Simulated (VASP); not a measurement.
Wanted: the native input for a VASP 6.6.1 run.

```yaml
Task: single point
Functional: PBE
Dispersion: D3(BJ)
Potentials_or_basis: VASP PAW PBE potentials, release 64 (C, O, H)
Cutoff: 520 eV
k_mesh: 1 × 1 × 1
Occupations: fermi-dirac, width 0.02 eV
Spin: no spin polarisation
Dipole_correction: no
Further_INCAR_settings: LREAL = Auto; ALGO = Normal; EDIFF = 1e-06; NBANDS = 64
```

The structure of H6C2O lies in POSCAR:

```
H6C2O
1.0
    7.5290720000      0.0000000000      0.0000000000
    0.0000000000      7.5290720000      0.0000000000
    0.0000000000      0.0000000000      7.5290720000
C O H
8 4 24
Direct
    0.2937413801      0.6384983435      0.6623923905
    0.4953332894      0.6156137171      0.5996489342
    0.9671577055      0.4901002408      0.2781750526
    0.9846233374      0.6815182535      0.2541083416
   -0.0434980566      0.9243104595      0.6950657398
    0.0651740347      1.0697599917      0.7961140496
    0.4744542222      0.0923619803      0.1146356417
    0.5036344453      0.2538294228      0.2482908916
    0.5221626251      0.4466154660      0.6623259812
    0.8253739638      0.7538777687      0.3003424592
    0.0400314939      1.0813683280      0.9810239562
    0.3256045367      0.2837932749      0.3585036775
    0.4302787913      0.4093864423      0.7634008547
    0.4914417076      0.6658456713      0.4631912140
    0.5622870920      0.7248170824      0.6866583292
    0.2307721323      0.5492310341      0.7776257154
    0.2895177520      0.7600007013      0.7592037903
    0.1844317600      0.6256415133      0.5479958221
    0.7970039336      0.7824868722      0.4160008033
    1.1082773548      0.7510885804      0.3162939603
    1.0136707419      0.7326268098      0.1135199663
    1.1122087822      0.4196134663      0.3007409147
    0.9219197266      0.4616638013      0.4227878283
    0.9272191845      0.4240097584      0.1633136195
    0.0008367565      1.1940781015      1.0128605491
    0.2191239505      1.0321457943      0.7897121983
    0.0697031454      1.1954726957      0.7070194043
   -0.0502983635      0.7913325839      0.7388294334
   -0.1975542271      0.9824318322      0.7010824176
    0.0034399990      0.9146545550      0.5505193734
    0.3377972744      0.1688787144      0.4259223447
    0.6207537928      0.2269071142      0.3346893216
    0.5417931984      0.3988539358      0.1965448066
    0.3629663789      0.0284630031      0.0375212244
    0.6046960369      0.0597019128      0.0437105662
    0.4945363785      0.0058307319      0.2209170001
```

These files were run (other wordings do the same):

INCAR

```
ALGO     = Normal         # electronic algorithm
EDIFF    = 1E-6           # SCF threshold, eV
ENCUT    = 520            # plane-wave cutoff, eV
GGA      = PE             # functional
ISIF     = 2              # what is computed and relaxed
ISMEAR   = -1             # smearing method
IVDW     = 12             # dispersion correction
LASPH    = True           # aspherical terms in the spheres
LCHARG   = False          # write CHGCAR
LREAL    = Auto         
LWAVE    = False          # write WAVECAR
NBANDS   = 64             # bands
NELM     = 60             # most SCF steps
PREC     = Accurate       # precision mode
SIGMA    = 0.02           # smearing width, eV
```

KPOINTS

```
k-points
0
Gamma
  1 1 1
```

Potentials or basis: VASP PAW PBE potentials, release 64 (C, O, H).

Launch:

```console
$ cat potpaw_PBE.64/C/POTCAR potpaw_PBE.64/O/POTCAR potpaw_PBE.64/H/POTCAR > POTCAR
$ mpirun -np 1 vasp_gam > vasp.out
```

It gave:

* Pressure: -3.0 GPa
* Largest force: 6.526 eV/Å
* Band gap on the k mesh: 4.28 eV
* Dispersion energy per atom: -0.033 eV

Caveat: the k points lie up to 0.83 Å⁻¹ apart; the atoms stand as in a frame of molecular dynamics.

Wall time 50 s on 1 thread of Intel(R) Xeon(R) Platinum 8488C (Sapphire Rapids) (shared host), peak memory 0.37 GiB.
